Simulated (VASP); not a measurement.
Here is a VASP 6.6.1 calculation.

The input INCAR:

```
PREC = Accurate ; ENCUT = 520
EDIFF = 1E-6 ; ISMEAR = 0
SIGMA = 0.05 ; LREAL = F
LASPH = T ; NELM = 60
ALGO = Normal ; ISIF = 2
LWAVE = F ; LCHARG = F
GGA = PE ; NBANDS = 16
```

File KPOINTS:

```
Automatic mesh
0
Gamma
  9 9 6
```

File POSCAR:

```
MgO
1.0
    3.5565000000      0.0000000000      0.0000000000
   -1.7782500000      3.0800193485      0.0000000000
    0.0000000000      0.0000000000      4.1546000000
Mg O
2 2
Direct
    0.6666666667      0.3333333333      0.7500000000
    0.3333333333      0.6666666667      0.2500000000
    0.6666666667      0.3333333333      0.2500000000
    0.3333333333      0.6666666667      0.7500000000
```

Potentials or basis: VASP PAW PBE potentials, release 64 (Mg, O).

Command:

```bash
$ cat potpaw_PBE.64/Mg/POTCAR potpaw_PBE.64/O/POTCAR > POTCAR
$ mpirun -np 1 vasp_std > vasp.out
```

Problem. What does it give for the band gap on the k mesh?

Solution. 3.30 eV, direct.

Problem. Predict the pressure.

Solution. -0.3 GPa.

Stress tensor (GPa, compression positive):
```
-1.85  0.00  0.00
 0.00 -1.85  0.00
 0.00  0.00  2.91
```

A hybrid or GW would open this gap; PBE tends to underestimate it.
